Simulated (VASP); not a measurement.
# CuI (F-43m) in VASP: notebook

The runs below take CuI through relaxation of cell and atoms, single point, with r2SCAN, HSE06.

Program: VASP 6.6.1. These are calculated values, not measurements. Logs are shortened: lines on timing, memory, paths and dates and some standing lists are left out, and cuts for length are marked.

## Step 1: The cell of the first run

It takes space group F-43m (No. 216, cubic). The conventional cell has a = 6.079 Å, b = 6.079 Å, c = 6.079 Å, α = 90.00°, β = 90.00°, γ = 90.00°. Within 3.5 Å of Cu (site symmetry -43m) lie 4 I at 2.63 Å. I (site symmetry -43m) has 4 Cu at 2.63 Å within 3.5 Å.

## Step 2: Relaxation of cell and atoms, r2SCAN

POSCAR reads:

```
CuI
1.0
    0.0000000000      3.0394494624      3.0394494624
    3.0394494624      0.0000000000      3.0394494624
    3.0394494624      3.0394494624      0.0000000000
Cu I
1 1
Direct
    0.2500000000      0.2500000000      0.2500000000
    0.0000000000      0.0000000000      0.0000000000
```

INCAR.step1 reads:

```
SYSTEM = CuI
ALGO = Normal
EDIFF = 1E-4
ENCUT = 600
GGA = PE
ISMEAR = -1
LASPH = .TRUE.
LCHARG = .FALSE.
LREAL = .FALSE.
LWAVE = .TRUE.
NELM = 60
PREC = Accurate
SIGMA = 0.02
```

INCAR.step2 reads:

```
SYSTEM = CuI
ALGO = Normal
EDIFF = 1E-6
EDIFFG = -0.005
ENCUT = 600
IBRION = 2
ISIF = 3
ISMEAR = -1
ISTART = 1
LASPH = .TRUE.
LCHARG = .FALSE.
LMIXTAU = .TRUE.
LREAL = .FALSE.
LWAVE = .FALSE.
METAGGA = R2SCAN
NELM = 60
NSW = 80
PREC = Accurate
SIGMA = 0.02
```

KPOINTS reads:

```
k-points
0
G
  6 6 6
  0 0 0
```

Potentials or basis: VASP PAW PBE potentials, release 64 (Cu, I).

Started as:

```
> cat potpaw_PBE.64/Cu/POTCAR potpaw_PBE.64/I/POTCAR > POTCAR
> cp INCAR.step1 INCAR
> mpirun -np 1 vasp_std > vasp.out
> cp INCAR.step2 INCAR
> mpirun -np 1 vasp_std > vasp.out
```

OUTCAR:

```text
SYSTEM = CuI
   EDIFF = 1E-6
   EDIFFG = -0.005
   ENCUT = 600
   IBRION = 2
   ISIF = 3
   ISMEAR = -1
   ISTART = 1
   LASPH = .TRUE.
   LREAL = .FALSE.
   METAGGA = R2SCAN
   NELM = 60
   NSW = 80
   PREC = Accurate

 ion  position               nearest neighbor table
   1  0.250  0.250  0.250-   2 2.63   2 2.63   2 2.63   2 2.63
   2  0.000  0.000  0.000-   1 2.63   1 2.63   1 2.63   1 2.63

  LATTYP: Found a face centered cubic cell.
 ALAT       =     6.0788989248

  Lattice vectors:

 A1 = (   0.0000000000,   3.0394494624,   3.0394494624)
 A2 = (   3.0394494624,   0.0000000000,   3.0394494624)
 A3 = (   3.0394494624,   3.0394494624,   0.0000000000)

Analysis of symmetry for initial positions (statically):
=====================================================================
 Subroutine PRICEL returns:
 Original cell was already a primitive cell.

 Routine SETGRP: Setting up the symmetry group for a
 face centered cubic supercell.

 Subroutine GETGRP returns: Found 24 space group operations
 (whereof 24 operations were pure point group operations)
 out of a pool of 48 trial point group operations.

The static configuration has the point symmetry T_d .

Analysis of symmetry for dynamics (positions and initial velocities):
=====================================================================
 Subroutine PRICEL returns:
 Original cell was already a primitive cell.

 Routine SETGRP: Setting up the symmetry group for a
 face centered cubic supercell.

 Subroutine GETGRP returns: Found 24 space group operations
 (whereof 24 operations were pure point group operations)
 out of a pool of 48 trial point group operations.

The dynamic configuration has the point symmetry T_d .

 Subroutine INISYM returns: Found 24 space group operations
 (whereof 24 operations are pure point group operations),
 and found     1 'primitive' translations

----------------------------------------------------------------------------------------

                                     Primitive cell

  volume of cell :      56.1584

  direct lattice vectors                    reciprocal lattice vectors
     0.000000000  3.039449462  3.039449462    -0.164503475  0.164503475  0.164503475
[... 140 lines left out ...]
  energy-cutoff  :      600.00
  volume of cell :       56.16
      direct lattice vectors                 reciprocal lattice vectors
     0.000000000  3.039449462  3.039449462    -0.164503475  0.164503475  0.164503475
     3.039449462  0.000000000  3.039449462     0.164503475 -0.164503475  0.164503475
     3.039449462  3.039449462  0.000000000     0.164503475  0.164503475 -0.164503475

 POSITION                                       TOTAL-FORCE (eV/Angst)
 -----------------------------------------------------------------------------------
      1.51972      1.51972      1.51972         0.000000      0.000000      0.000000
      0.00000      0.00000      0.00000        -0.000000     -0.000000     -0.000000
 -----------------------------------------------------------------------------------
    total drift:                               -0.000012     -0.000012     -0.000012

  FREE ENERGIE OF THE ION-ELECTRON SYSTEM (eV)
  ---------------------------------------------------
  free  energy   TOTEN  =       -35.7898493940 eV

  energy  without entropy=      -35.7898493940  energy(sigma->0) =      -35.78984939

--------------------------------------- Ionic step        2  -------------------------------------------

 number of electron      17.9999997 magnetization

 Free energy of the ion-electron system (eV)
  ---------------------------------------------------
  ext. energy  EPLUGINS =         0.00000000
  ---------------------------------------------------
  free energy    TOTEN  =       -35.79550045 eV

  energy without entropy =      -35.79550045  energy(sigma->0) =      -35.79550045

 E-fermi :   4.9355     XC(G=0):  -9.5590

 val. band max:        4.5033608814   @ k =   0.0000   0.0000   0.0000
 cond. band min:       6.1833552144   @ k =   0.0000   0.0000   0.0000
 fundamental gap:      1.6799943330
 Fermi energy:         4.9355124056

 k-point     1 :       0.0000    0.0000    0.0000
  band No.  band energies     occupation
      1     -10.1434      2.00000
      2       0.6005      2.00000
      3       0.6006      2.00000
      4       0.6006      2.00000
      5       2.5752      2.00000
      6       2.5752      2.00000
      7       4.5033      2.00000
      8       4.5034      2.00000
      9       4.5034      2.00000
     10       6.1834      0.00000
     11       9.7202      0.00000
     12       9.7203      0.00000
     13       9.7203      0.00000
[... 226 lines left out ...]
  band No.  band energies     occupation
      1      -9.3164      2.00000
      2      -1.0952      2.00000
      3      -0.0786      2.00000
      4       0.3975      2.00000
      5       2.5124      2.00000
      6       2.5215      2.00000
      7       2.6680      2.00000
      8       2.8514      2.00000
      9       3.1452      2.00000
     10       8.5870      0.00000
     11       8.7837      0.00000
     12      12.1041      0.00000
     13      12.1145      0.00000

------------------------ aborting loop because EDIFF is reached ----------------------------------------

  FORCE on cell =-STRESS in cart. coord.  units (eV):
  Direction    XX          YY          ZZ          XY          YZ          ZX
  --------------------------------------------------------------------------------------
  -------------------------------------------------------------------------------------
  Total        0.0076703      0.0076703      0.0076703      0.0000000      0.0000000      0.0000000
  in kB        0.2255152      0.2255152      0.2255152      0.0000000      0.0000000      0.0000000
  external PRESSURE =       0.2255152 kB  Pullay stress =       0.0000000 kB

 VOLUME and BASIS-vectors are now :
 -----------------------------------------------------------------------------
  energy-cutoff  :      600.00
  volume of cell :       54.49
      direct lattice vectors                 reciprocal lattice vectors
    -0.000000000  3.009119274  3.009119274    -0.166161576  0.166161576  0.166161576
     3.009119274  0.000000000  3.009119274     0.166161576 -0.166161576  0.166161576
     3.009119274  3.009119274  0.000000000     0.166161576  0.166161576 -0.166161576

 POSITION                                       TOTAL-FORCE (eV/Angst)
 -----------------------------------------------------------------------------------
      1.50456      1.50456      1.50456        -0.000000     -0.000000     -0.000000
      6.01824      3.00912      3.00912         0.000000      0.000000      0.000000
 -----------------------------------------------------------------------------------
    total drift:                               -0.000009     -0.000009     -0.000009

  FREE ENERGIE OF THE ION-ELECTRON SYSTEM (eV)
  ---------------------------------------------------
  free  energy   TOTEN  =       -35.7955004535 eV

  energy  without entropy=      -35.7955004535  energy(sigma->0) =      -35.79550045

 reached required accuracy - stopping structural energy minimisation
```

OSZICAR.step1:

```text
N       E                     dE             d eps       ncg     rms          rms(c)
DAV:   1     0.103556610868E+03    0.10356E+03   -0.83562E+03   416   0.165E+03
DAV:   2     0.210677386057E+01   -0.10145E+03   -0.95703E+02   416   0.279E+02
DAV:   3    -0.550998611383E+01   -0.76168E+01   -0.74763E+01   569   0.853E+01
DAV:   4    -0.576137739926E+01   -0.25139E+00   -0.25115E+00   464   0.136E+01
DAV:   5    -0.577188397883E+01   -0.10507E-01   -0.10506E-01   583   0.330E+00    0.519E+00
DAV:   6    -0.569542152051E+01    0.76462E-01   -0.33639E+00   434   0.533E+01    0.334E+00
DAV:   7    -0.556045055557E+01    0.13497E+00   -0.76206E-01   451   0.317E+01    0.165E+00
DAV:   8    -0.556298555987E+01   -0.25350E-02   -0.46882E-02   623   0.357E+00    0.466E-01
DAV:   9    -0.556021791686E+01    0.27676E-02   -0.12643E-02   520   0.360E+00    0.163E-01
DAV:  10    -0.556041147847E+01   -0.19356E-03   -0.81239E-04   482   0.215E-01    0.442E-02
DAV:  11    -0.556041975436E+01   -0.82759E-05   -0.37960E-04   511   0.609E-01
   1 F= -.55604198E+01 E0= -.55604198E+01  d E =-.260094E-10
```

Run time: 56 s. Hardware: 1 thread of Intel Xeon 6975P-C (Granite Rapids), shared host; peak memory 0.22 GiB.

What came out:

| Item | Value |
| --- | --- |
| Free energy | -35.7955 eV |
| Relaxed volume | 27.25 Å³/atom |
| Relaxed cell | a = 4.256 Å, b = 4.256 Å, c = 4.256 Å, α = 60.00°, β = 60.00°, γ = 60.00° |
| Space group after relaxing (to 0.1 Å) | F-43m (No. 216) |
| Energy gained by relaxing | 2.8 meV/atom |
| Ionic steps | 2 |
| Pressure after relaxing | 0.0 GPa |
| Band gap on the k mesh | 1.68 eV |

The path:
| step | energy change (eV) | largest force (eV/Å) | pressure (GPa) | volume (Å³) |
| --- | --- | --- | --- | --- |
| 1 | 0.0000 | 0.0000 | -1.18 | 56.16 |
| 2 | -0.0057 | 0.0000 | 0.02 | 54.49 |

Final structure:
```cif
data_structure
_symmetry_space_group_name_H-M 'P 1'
_symmetry_Int_Tables_number 1
_cell_length_a 4.2555
_cell_length_b 4.2555
_cell_length_c 4.2555
_cell_angle_alpha 60.000
_cell_angle_beta 60.000
_cell_angle_gamma 60.000
_cell_volume 54.49
loop_
_atom_site_label
_atom_site_type_symbol
_atom_site_fract_x
_atom_site_fract_y
_atom_site_fract_z
_atom_site_occupancy
Cu1 Cu 0.25000 0.25000 0.25000 1
I1 I 0.00000 0.00000 0.00000 1
```

Caveat: the PAW data sets were made with another functional, which shifts forces and pressure a little; spin-orbit coupling is left out, which moves the levels of the heavy elements. r2SCAN opens gaps a little over a GGA but as a rule still falls short of measured ones.

## Step 3: Single point, HSE06

This run uses another cell than the first one, of 28.45 Å³/atom.

POSCAR reads:

```
CuI
1.0
    0.0000000000      3.0528997534      3.0528997534
    3.0528997534      0.0000000000      3.0528997534
    3.0528997534      3.0528997534      0.0000000000
Cu I
1 1
Direct
    0.2500000000      0.2500000000      0.2500000000
    0.0000000000      0.0000000000      0.0000000000
```

INCAR.step1 reads:

```
SYSTEM = CuI
ALGO     = Normal         ! electronic algorithm
EDIFF    = 1E-5           ! SCF threshold, eV
ENCUT    = 520            ! plane-wave cutoff, eV
GGA      = PE             ! functional
ISIF     = 2              ! what is computed and relaxed
ISMEAR   = -1             ! smearing method
LASPH    = .True.         ! aspherical terms in the spheres
LREAL    = .False.        ! projectors in reciprocal space
LWAVE    = .True.         ! write WAVECAR
NBANDS   = 16             ! bands
NELM     = 80             ! most SCF steps
PREC     = Accurate       ! precision mode
SIGMA    = 0.02           ! smearing width, eV
```

INCAR.step2 reads:

```
SYSTEM = CuI
ALGO     = Normal         ! electronic algorithm
EDIFF    = 1E-6           ! SCF threshold, eV
ENCUT    = 520            ! plane-wave cutoff, eV
GGA      = PE             ! functional
HFSCREEN = 0.2079         ! screening, 1/A
ISIF     = 2              ! what is computed and relaxed
ISMEAR   = -1             ! smearing method
ISTART   = 1            
LASPH    = .True.         ! aspherical terms in the spheres
LCHARG   = .True.         ! write CHGCAR
LELF     = .True.         ! ELF
LHFCALC  = .True.         ! exact exchange
LREAL    = .False.        ! projectors in reciprocal space
LVHAR    = .True.       
LWAVE    = .False.        ! write WAVECAR
NBANDS   = 16             ! bands
NELM     = 80             ! most SCF steps
PREC     = Accurate       ! precision mode
PRECFOCK = Normal       
SIGMA    = 0.02           ! smearing width, eV
```

KPOINTS reads:

```
k-points
0
Gamma
  4 4 4
  0 0 0
```

Potentials or basis: VASP PAW PBE potentials, release 64 (Cu, I).

Started as:

```
> cat potpaw_PBE.64/Cu/POTCAR potpaw_PBE.64/I/POTCAR > POTCAR
> cp INCAR.step1 INCAR
> mpirun -np 1 vasp_std > vasp.out
> cp INCAR.step2 INCAR
> mpirun -np 1 vasp_std > vasp.out
```

It took 5.4 min on 1 thread of Intel Xeon 6975P-C (Granite Rapids), shared host; peak memory 0.29 GiB.

The run converged. Its results:

```yaml
Free_energy: -6.4383 eV
Pressure: -0.2 GPa
Band_gap_on_the_k_mesh: 2.55 eV
```

Levels at points of the mesh, in eV from the valence-band top:
| k point | band 6 | band 7 | band 8 | band 9 | band 10 | band 11 | band 12 | band 13 |
| --- | --- | --- | --- | --- | --- | --- | --- | --- |
| (0.00, 0.00, 0.00) | -2.38 | 0.00 | 0.00 | 0.00 | 2.55 | 6.34 | 6.34 | 6.34 |
| (0.50, 0.00, 0.00) | -2.36 | -2.31 | -0.80 | -0.80 | 3.59 | 6.83 | 6.83 | 8.79 |
| (0.50, 0.50, 0.00) | -2.30 | -2.19 | -1.86 | -1.86 | 3.95 | 4.29 | 10.72 | 11.46 |

Caveat: the k points lie up to 0.45 Å⁻¹ apart; the PAW data sets were made with another functional, which shifts forces and pressure a little; spin-orbit coupling is left out, which moves the levels of the heavy elements.
